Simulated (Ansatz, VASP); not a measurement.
One calculation of LiAlF4, two programs

```
CELL_PARAMETERS angstrom
5.51142 0.00000 0.00000
-2.75571 4.77303 0.00000
0.00000 0.00000 9.00011
ATOMIC_POSITIONS crystal
Li 0.33333 0.66667 0.93750
Li 0.66667 0.33333 0.43750
Al 0.66667 0.33333 0.06250
Al 0.33333 0.66667 0.56250
F 0.01914 0.50957 0.03762
F 0.49043 0.50957 0.03762
F 0.49043 0.98086 0.03762
F 0.33333 0.66667 0.76518
F 0.66667 0.33333 0.26518
F 0.50957 0.01914 0.53762
F 0.50957 0.49043 0.53762
F 0.98086 0.49043 0.53762
```

Alike in both runs: task single point; functional PBE; k mesh 6 × 6 × 2; occupations gaussian, width 0.1 eV; no spin polarisation.

```csv
,VASP,Ansatz
version,VASP 6.6.1,Ansatz 0.2.0
potentials or method,"VASP PAW PBE potentials, release 64 (Li_sv, Al, F), cutoff 520 eV","scalar-relativistic, plane waves, PAW"
valence electrons in the cell,68,68
```

|  | VASP | Ansatz | Ansatz less VASP |
| --- | --- | --- | --- |
| gap on the k mesh at the Fermi level (eV) | 6.32 | 6.35 | +0.025 |
| least direct gap on the mesh (eV) | 6.32 | 6.35 | +0.025 |
| rms of the force components (eV/Å) | 1.301 | 1.274 | -0.0269 |

Atom by atom the forces differ by 0.056 eV/Å (rms over components). The functional is the same, so the differences come from potentials, cutoffs and numerics.

Noted on VASP's run: the cutoff is short for stress, so the pressure is rough.
